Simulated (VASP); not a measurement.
Input of a VASP 6.6.1 run:

INCAR

```
  PREC = Accurate
  ENCUT = 520
  EDIFF = 1E-6
  ISMEAR = 0
  SIGMA = 0.01
  LREAL = F
  LASPH = T
  NELM = 100
  ALGO = Normal
  ISIF = 2
  LWAVE = F
  LCHARG = T
  GGA = PS
  LELF = T
  LVHAR = T
  NBANDS = 16
```

The input KPOINTS:

```
regular mesh
0
Gamma
  6 6 6
```

The input POSCAR:

```
CuI
1.0
    2.9843883987      2.9843883987      0.0000000000
   -2.9843883987      2.9843883987      0.0000000000
    0.0000000000      2.9843883987      2.9606320731
Cu I
1 1
Direct
    0.7500000000      0.2500000000      0.5000000000
    0.0000000000      0.0000000000      0.0000000000
```

Potentials or basis: VASP PAW PBE potentials, release 64 (Cu, I).

Launch:

```console
$ cat potpaw_PBE.64/Cu/POTCAR potpaw_PBE.64/I/POTCAR > POTCAR
$ mpirun -np 1 vasp_std > vasp.out
```

What does it give for the band gap on the k mesh?

1.17 eV, direct.

Estimate the pressure.

0.1 GPa.

Stress tensor (GPa, compression positive):
```
0.09 0.00 0.00
0.00 0.09 0.00
0.00 0.00 0.24
```

Caveat: the cell differs from its parent crystal (in-plane strain +0.005); the PAW data sets were made with another functional, which shifts forces and pressure a little; spin-orbit coupling is left out, which moves the levels of the heavy elements.
